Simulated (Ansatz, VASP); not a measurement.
## One calculation of Al2Ru, two programs

The input INCAR:

```
ALGO = Fast ; EDIFF = 1E-6
ENCUT = 520 ; GGA = PS
ISIF = 2 ; ISMEAR = 0
LASPH = T ; LCHARG = F
LREAL = F ; LWAVE = F
NBANDS = 17 ; NELM = 80
PREC = Accurate ; SIGMA = 0.15
```

Contents of KPOINTS:

```
k-points
0
Gamma
  22 22 22
```

POSCAR

```
Al2Ru
1.0
   -1.5606788820      1.5606788820      4.1483787927
    1.5606788820     -1.5606788820      4.1483787927
    1.5606788820      1.5606788820     -4.1483787927
Al Ru
2 1
Direct
    0.6590760825      0.6590760825      0.0000000000
    0.3409239175      0.3409239175      0.0000000000
    0.0000000000      0.0000000000      0.0000000000
```

Input for Ansatz:

```yaml
crystal:
  lattice:
    - [-1.560678882, 1.560678882, 4.1483787927]
    - [1.560678882, -1.560678882, 4.1483787927]
    - [1.560678882, 1.560678882, -4.1483787927]
  atoms:
    - { symbol: Al, position: [0.6590760825, 0.6590760825, 0.0] }
    - { symbol: Al, position: [0.3409239175, 0.3409239175, 0.0] }
    - { symbol: Ru, position: [0.0, 0.0, 0.0] }
basis:
  ecutwfc: 420
kpoints:
  mp_grid: { grid: [22, 22, 22] }
hamiltonian:
  xc: pbesol
scf:
  occupations: { method: gaussian, width: 0.15 }
output:
  forces: true
  stress: true
  eigenvalues: true
```

Change from the starting cell: strain +0.000 along x and y, -0.015 along z, atoms carried along.

Alike in both runs: task single point; functional PBEsol; k mesh 22 × 22 × 22; occupations gaussian, width 0.15 eV; no spin polarisation.

|  | VASP | Ansatz |
| --- | --- | --- |
| version | VASP 6.6.1 | Ansatz 0.2.0 |
| potentials or method | VASP PAW PBE potentials, release 64 (Al, Ru_pv), cutoff 520 eV | scalar-relativistic, plane waves, PAW |
| valence electrons in the cell | 20 | 22 |

```csv
,VASP,Ansatz,Ansatz less VASP
gap on the k mesh at the Fermi level (eV),none,none,-
pressure (GPa),3.1,3.0,-0.09
"traceless stress, the component that is largest in VASP (GPa)",2.45,2.43,-0.026
rms of the force components (eV/Å),0.087,0.086,-0.0006
```

VASP's potentials were made for PBE, not for PBEsol. Atom by atom the forces differ by 0.001 eV/Å (rms over components). A gap of «none» marks a metal or a gap that the smearing closes. With one functional, cell and mesh, what is left measures potentials, basis and numerics. VASP's potentials hold 20 valence electrons a cell and Ansatz's 22, so a difference there can come from the potentials and not from the codes.
